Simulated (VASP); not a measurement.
# CO2 in VASP: notebook, part 2 of 2

VASP 6.6.1. The steps go on from the part before.

## Step 3: Single point, PBE+D3(BJ)

Contents of INCAR:

```
PREC     = Accurate       # precision mode
ENCUT    = 520            # plane-wave cutoff, eV
EDIFF    = 1E-6           # SCF threshold, eV
ISMEAR   = -1             # smearing method
SIGMA    = 0.02           # smearing width, eV
LREAL    = Auto         
LASPH    = T              # aspherical terms in the spheres
NELM     = 80             # most SCF steps
ALGO     = Normal         # electronic algorithm
ISIF     = 2              # what is computed and relaxed
LWAVE    = F              # write WAVECAR
LCHARG   = T              # write CHGCAR
GGA      = PE             # functional
IVDW     = 12             # dispersion correction
LELF     = T              # ELF
LVHAR    = T            
NBANDS   = 82             # bands
```

Contents of KPOINTS:

```
Automatic mesh
0
Gamma
  1 1 1
```

Contents of POSCAR:

```
CO2
1.0
    8.8211610000      0.0000000000      0.0000000000
    0.0000000000      8.8211610000      0.0000000000
    0.0000000000      0.0000000000      8.8211610000
C O
8 16
Direct
    0.1256977398      1.0031786065      0.8573361262
   -0.0303474792      0.6411174221      0.7443691369
    0.7466477485      0.2574150954      0.7021751445
    0.4432749839      0.0464111243      0.6045916178
    0.4867726595      0.8196993570      0.0800348163
    0.0184329478      0.0407996181      0.3479133869
    0.7382134846      0.2021389248      0.1149508551
    0.3153666507      0.5483178461      0.5505057668
    0.1282824336      1.0794044004      0.9620162244
    0.1483591559      0.9299796251      0.7468518033
   -0.0146692709      0.6138761100      0.8725722158
   -0.0367865409      0.6462187914      0.6119489260
    0.6753192692      0.3624692940      0.7344044622
    0.8105735742      0.1376802895      0.6812481940
    0.4791206056      0.0709997244      0.7289289925
    0.3861623204      0.0212216963      0.4848001301
    0.3694638382      0.7714177306      0.0412077276
    0.6021656333      0.8787845500      0.1138625630
    0.0489277999     -0.0869840149      0.3601226641
   -0.0159842905      0.1668261128      0.3547378854
    0.6658760678      0.2103464612      0.2220682742
    0.8075467617      0.1682658326      0.0073573082
    0.3253880073      0.6566482575      0.4750508465
    0.3200145650      0.4356796118      0.6210633725
```

Potentials or basis: VASP PAW PBE potentials, release 64 (C, O).

Command:

```console
$ cat potpaw_PBE.64/C/POTCAR potpaw_PBE.64/O/POTCAR > POTCAR
$ mpirun -np 1 vasp_gam > vasp.out
```

OUTCAR:

```text
PREC = Accurate
   ENCUT = 520
   EDIFF = 1E-6
   ISMEAR = -1
   LREAL = Auto
   LASPH = T
   NELM = 80
   ISIF = 2
   GGA = PE
   IVDW = 12
 IVDW          = 12

 ion  position               nearest neighbor table
   1  0.126  0.003  0.857-   9 1.14  10 1.19
   2  0.970  0.641  0.744-  11 1.16  12 1.17
   3  0.747  0.257  0.702-  13 1.16  14 1.21
   4  0.443  0.046  0.605-  15 1.16  16 1.19
   5  0.487  0.820  0.080-  17 1.17  18 1.18
   6  0.018  0.041  0.348-  20 1.15  19 1.16
   7  0.738  0.202  0.115-  21 1.14  22 1.17
   8  0.315  0.548  0.551-  23 1.17  24 1.17
   9  0.128  0.079  0.962-   1 1.14
  10  0.148  0.930  0.747-   1 1.19
  11  0.985  0.614  0.873-   2 1.16
  12  0.963  0.646  0.612-   2 1.17
  13  0.675  0.362  0.734-   3 1.16
  14  0.811  0.138  0.681-   3 1.21
[... 8 lines left out ...]
  23  0.325  0.657  0.475-   8 1.17
  24  0.320  0.436  0.621-   8 1.17

  LATTYP: Found a simple cubic cell.
 ALAT       =     8.8211610000

  Lattice vectors:

 A1 = (   8.8211610000,   0.0000000000,   0.0000000000)
 A2 = (   0.0000000000,   8.8211610000,   0.0000000000)
 A3 = (   0.0000000000,   0.0000000000,   8.8211610000)

Analysis of symmetry for initial positions (statically):
=====================================================================
 Subroutine PRICEL returns:
 Original cell was already a primitive cell.

 Routine SETGRP: Setting up the symmetry group for a
 simple cubic supercell.

 Subroutine GETGRP returns: Found  1 space group operations
 (whereof  1 operations were pure point group operations)
 out of a pool of 48 trial point group operations.

The static configuration has the point symmetry C_1 .

Analysis of symmetry for dynamics (positions and initial velocities):
=====================================================================
 Subroutine PRICEL returns:
 Original cell was already a primitive cell.
[... 150 lines left out ...]
  Fermi-wavevector in a.u.,A,eV,Ry     =   0.935303  1.767467 11.902268  0.874792
  Thomas-Fermi vector in A             =   2.062197
   LORBIT       =      0    0 simple, 1 ext, 2 COOP (PROOUT), +10 PAW based schemes
   GGA     = PE    functional components
   LHFCALC =     F    Hartree Fock is set to
   AEXX    =    0.0000 exact exchange contribution
   IVDW    =    12    specifies the selected vdW correction
   LEPSILON=     F    determine dielectric tensor
   LRPA    =     F    only Hartree local field effects (RPA)
 non-spin polarized calculation
  energy-cutoff  :      520.00
  volume of cell :      686.40
 maximum number of plane-waves:      9307
 NGX is ok and might be reduce to    70
   NGX = 33   NGY = 33   NGZ = 33

 number of electron     128.0000011 magnetization

 Free energy of the ion-electron system (eV)
  ---------------------------------------------------
  ext. energy  EPLUGINS =         0.00000000
  ---------------------------------------------------
  free energy    TOTEN  =      -183.21620626 eV

  energy without entropy =     -183.21620626  energy(sigma->0) =     -183.21620626

 E-fermi :  -5.5545     XC(G=0):  -5.1675

 val. band max:       -6.1070921408   @ k =   0.0000   0.0000   0.0000
 cond. band min:       0.0641425063   @ k =   0.0000   0.0000   0.0000
 fundamental gap:      6.1712346471
 Fermi energy:        -5.5544797465

 k-point     1 :       0.0000    0.0000    0.0000
  band No.  band energies     occupation
      1     -26.8947      2.00000
      2     -26.8353      2.00000
      3     -26.7577      2.00000
      4     -26.6828      2.00000
      5     -26.6165      2.00000
      6     -26.5922      2.00000
[... 68 lines left out ...]
     75       1.9901      0.00000
     76       2.0784      0.00000
 [bands above 76 left out]

------------------------ aborting loop because EDIFF is reached ----------------------------------------

 Edisp (eV)   -0.83717

 E8    (eV) :    -0.2102

  FORCE on cell =-STRESS in cart. coord.  units (eV):
  Direction    XX          YY          ZZ          XY          YZ          ZX
  --------------------------------------------------------------------------------------
  -------------------------------------------------------------------------------------
  Total       1.23261     4.50798     9.02806    -0.72817     1.50600    -2.34064
  in kB       2.87714    10.52242    21.07306    -1.69968     3.51527    -5.46347
  external pressure =       11.49 kB  Pullay stress =        0.00 kB

 VOLUME and BASIS-vectors are now :
 -----------------------------------------------------------------------------
  energy-cutoff  :      520.00
  volume of cell :      686.40
      direct lattice vectors                 reciprocal lattice vectors
     8.821161000  0.000000000  0.000000000     0.113363762  0.000000000  0.000000000
     0.000000000  8.821161000  0.000000000     0.000000000  0.113363762  0.000000000
     0.000000000  0.000000000  8.821161000     0.000000000  0.000000000  0.113363762

 POSITION                                       TOTAL-FORCE (eV/Angst)
 -----------------------------------------------------------------------------------
      1.10880      0.02804      7.56270         1.438947     -1.896687     -3.166094
      8.55346      5.65540      6.56620         0.430062     -0.986459     -0.797398
      6.58630      2.27070      6.19400         1.889563     -4.550292     -0.203019
      3.91020      0.40940      5.33320        -2.240663     -0.589886     -2.382990
      4.29390      7.23070      0.70600         0.667968      1.007729      0.033061
      0.16260      0.35990      3.06900         0.228831     -1.393075      0.937689
[... 16 lines left out ...]
      2.87030      5.79240      4.19050        -0.288413      0.789362     -0.317371
      2.82290      3.84320      5.47850        -0.433290     -0.400728      0.475503
 -----------------------------------------------------------------------------------
    total drift:                               -0.002338      0.011444     -0.021431

  FREE ENERGIE OF THE ION-ELECTRON SYSTEM (eV)
  ---------------------------------------------------
  free  energy   TOTEN  =      -184.0533722388 eV

  energy  without entropy=     -184.0533722388  energy(sigma->0) =     -184.05337224
```

Run time: 2.5 min. Hardware: 1 thread of AMD EPYC 7R13 (Zen 3), shared host; peak memory 0.61 GiB.

What came out:

```yaml
Free_energy: -184.0534 eV
Pressure: 1.1 GPa
Largest_force: 4.931 eV/Å
Dispersion_energy_per_atom: -0.035 eV
```

Forces on the atoms (eV/Å):
```
C    1.439 -1.897 -3.166
C    0.430 -0.986 -0.797
C    1.890 -4.550 -0.203
C   -2.241 -0.590 -2.383
C    0.668  1.008  0.033
C    0.229 -1.393  0.938
C    1.105 -1.468 -1.854
C    0.734 -0.412 -0.194
O   -0.598  1.893  2.937
O   -0.806 -0.018  0.309
O   -0.127  0.353  1.538
O   -0.333  0.588 -0.747
O   -0.729  1.901  0.112
O   -0.969  2.706 -0.057
O    0.944  0.247  1.374
O    1.172  0.301  0.961
O   -0.426 -0.491 -0.061
O   -0.268 -0.501  0.026
O    0.405 -1.271 -0.491
O   -0.552  2.649 -0.453
O   -2.025  1.079  3.048
O    0.781  0.465 -1.028
O   -0.288  0.789 -0.317
O   -0.433 -0.401  0.476
```

Stress tensor (GPa, compression positive):
```
 0.29 -0.17 -0.55
-0.17  1.05  0.35
-0.55  0.35  2.11
```

Caveat: the k points lie up to 0.71 Å⁻¹ apart.

## Step 4: Single point, PBE+D3(BJ)

Contents of INCAR:

```
PREC = Accurate ; ENCUT = 520
EDIFF = 1E-6 ; ISMEAR = -1
SIGMA = 0.02 ; LREAL = Auto
LASPH = T ; NELM = 100
ALGO = Normal ; ISIF = 2
LWAVE = F ; LCHARG = F
GGA = PE ; IVDW = 12
NBANDS = 82
```

Contents of KPOINTS:

```
regular mesh
0
Gamma
  1 1 1
```

Contents of POSCAR:

```
CO2
1.0
    8.8211610000      0.0000000000      0.0000000000
    0.0000000000      8.8211610000      0.0000000000
    0.0000000000      0.0000000000      8.8211610000
C O
8 16
Direct
    0.0972094263      1.0129845720      0.8333483540
   -0.0392238618      0.6548684465      0.7007240884
    0.7667471436      0.2573470771      0.7101786261
    0.4451341496      0.0482589537      0.5535665883
    0.5123928698      0.8405922985      0.0906796736
    0.0408449636      0.0352107846      0.3308067952
    0.7282941554      0.2063900659      0.1059497724
    0.2834320788      0.5321861827      0.5320274735
    0.0745480102      1.0890176475      0.9393661447
    0.1070380645      0.9332785106      0.7315703681
    0.0182742385      0.6008506137      0.8066511880
   -0.0968353259      0.7217417299      0.6000570673
    0.6957020737      0.3682055004      0.7225466126
    0.8199487573      0.1369660978      0.6860094720
    0.4598147568      0.0928675942      0.6789809187
    0.4180742195      0.0069378623      0.4316551982
    0.4462337781      0.7406394691      0.0307442524
    0.5930738596      0.9381304797      0.1347668408
    0.0755682840     -0.0914392108      0.3270544546
   -0.0121525953      0.1559431916      0.3317703871
    0.6774845171      0.2334953415      0.2257185874
    0.7743651884      0.1760765958     -0.0142838341
    0.3092790167      0.6494836677      0.4712418241
    0.2420202964      0.4203868402      0.5872356258
```

Potentials or basis: VASP PAW PBE potentials, release 64 (C, O).

Command:

```console
$ cat potpaw_PBE.64/C/POTCAR potpaw_PBE.64/O/POTCAR > POTCAR
$ mpirun -np 1 vasp_gam > vasp.out
```

OUTCAR:

```text
PREC = Accurate
   ENCUT = 520
   EDIFF = 1E-6
   ISMEAR = -1
   LREAL = Auto
   LASPH = T
   NELM = 100
   ISIF = 2
   GGA = PE
   IVDW = 12
 IVDW          = 12

 ion  position               nearest neighbor table
   1  0.097  0.013  0.833-  10 1.14   9 1.17
   2  0.961  0.655  0.701-  11 1.17  12 1.18
   3  0.767  0.257  0.710-  13 1.17  14 1.18
   4  0.445  0.048  0.554-  16 1.16  15 1.18
[... 320 lines left out ...]
  -------------------------------------------------------------------------------------
  Total       0.76216     6.61409     6.30892    -2.05780     2.66614    -0.67065
  in kB       1.77902    15.43844    14.72613    -4.80327     6.22324    -1.56542
  external pressure =       10.65 kB  Pullay stress =        0.00 kB

 VOLUME and BASIS-vectors are now :
 -----------------------------------------------------------------------------
  energy-cutoff  :      520.00
  volume of cell :      686.40
      direct lattice vectors                 reciprocal lattice vectors
     8.821161000  0.000000000  0.000000000     0.113363762  0.000000000  0.000000000
     0.000000000  8.821161000  0.000000000     0.000000000  0.113363762  0.000000000
     0.000000000  0.000000000  8.821161000     0.000000000  0.000000000  0.113363762

 POSITION                                       TOTAL-FORCE (eV/Angst)
 -----------------------------------------------------------------------------------
      0.85750      0.11454      7.35110        -0.868729      1.442004      2.265326
      8.47516      5.77670      6.18120        -0.798267      1.410964     -0.944423
      6.76360      2.27010      6.26460        -0.383610     -1.625493     -0.822313
      3.92660      0.42570      4.88310        -0.415687      0.632744      1.627007
      4.51990      7.41500      0.79990         0.791082     -0.202168     -0.909928
      0.36030      0.31060      2.91810        -0.887647     -0.182953     -0.114803
[... 16 lines left out ...]
      2.72820      5.72920      4.15690         0.310062     -0.818581      0.533865
      2.13490      3.70830      5.18010        -0.128692     -1.705243      0.865512
 -----------------------------------------------------------------------------------
    total drift:                               -0.005869      0.003436      0.014032

  FREE ENERGIE OF THE ION-ELECTRON SYSTEM (eV)
  ---------------------------------------------------
  free  energy   TOTEN  =      -184.1901922322 eV

  energy  without entropy=     -184.1901922322  energy(sigma->0) =     -184.19019223
```

stdout:

```text
POSCAR found type information on POSCAR C O
 POSCAR found :  2 types and      24 ions
 scaLAPACK will be used
 LDA part: xc-table for (Slater+PW92), standard interpolation
 POSCAR, INCAR and KPOINTS ok, starting setup
 FFT: planning ... GRIDC
 FFT: planning ... GRID_SOFT
 FFT: planning ... GRID
 WAVECAR not read
 entering main loop
```

It took 1.9 min on 1 thread of AMD EPYC 7R13 (Zen 3), shared host; peak memory 0.61 GiB.

Results:

| Property | Result |
| --- | --- |
| Free energy | -184.1902 eV |
| Pressure | 1.1 GPa |
| Largest force | 3.628 eV/Å |
| Dispersion energy per atom | -0.035 eV |

Forces in eV/Å, atoms in the order of the input:
```
C   -0.869  1.442  2.265
C   -0.798  1.411 -0.944
C   -0.384 -1.625 -0.822
C   -0.416  0.633  1.627
C    0.791 -0.202 -0.910
C   -0.888 -0.183 -0.115
C   -0.568  0.102  0.804
C   -0.105  2.454 -1.428
O    0.395  0.647  0.740
O    0.817 -1.987 -2.923
O    0.516 -0.867  0.818
O    0.066 -0.675  0.075
O   -0.009  1.200  0.323
O    0.451  0.495  0.036
O    0.312 -0.157 -0.200
O    0.030 -0.496 -1.397
O   -0.160  0.466  0.646
O   -0.728 -0.504  0.231
O    1.030 -1.589 -0.015
O   -0.066  1.751  0.116
O    0.018  0.307  0.207
O    0.381 -0.099 -0.534
O    0.310 -0.819  0.534
O   -0.129 -1.705  0.866
```

Caveat: the k points lie up to 0.71 Å⁻¹ apart.

## Step 5: Summary

```tsv
cell	pressure (GPa)	largest force (eV/Å)
as given, atomic positions A	0.6	0.70
as given, atomic positions B	1.1	4.93
as given, atomic positions C	1.1	3.63
```

Alike in all rows: task single point; level PBE+D3(BJ); potentials or basis VASP PAW PBE potentials, release 64 (C, O); no spin polarisation; k mesh 1 × 1 × 1; cutoff (eV) 520; smearing fermi-dirac 0.02 eV.

Caveats: all runs use coarse meshes.

Total energies depend on the potentials used, so only differences within one code and one set of settings carry meaning.
